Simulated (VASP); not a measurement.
Input of a VASP 6.6.1 run:

Contents of INCAR:

```
  PREC = Accurate
  ENCUT = 500
  EDIFF = 1E-6
  ISMEAR = 0
  SIGMA = 0.05
  LREAL = False
  LASPH = True
  NELM = 120
  ALGO = Normal
  ISIF = 2
  LWAVE = False
  LCHARG = False
  GGA = PE
  IVDW = 13
  NBANDS = 17
  GGA_COMPAT = False
```

Contents of KPOINTS:

```
Automatic mesh
0
Gamma
  6 6 6
```

Contents of POSCAR:

```
TePb
1.0
    0.0000000000      3.1920366725      3.1920366725
    3.1920366725      0.0000000000      3.1920366725
    3.1920366725      3.1920366725      0.0000000000
Pb Te
1 1
Direct
    0.5000000000      0.5000000000      0.5000000000
    0.0000000000      0.0000000000      0.0000000000
```

Potentials or basis: VASP PAW PBE potentials, release 64 (Pb_d, Te).

Command:

```sh
$ cat potpaw_PBE.64/Pb_d/POTCAR potpaw_PBE.64/Te/POTCAR > POTCAR
$ mpirun -np 1 vasp_std > vasp.out
```

(1) Predict the dispersion energy per atom.

(2) What does it give for the pressure?

Answers

(1) -0.453 eV.

(2) 1.9 GPa.
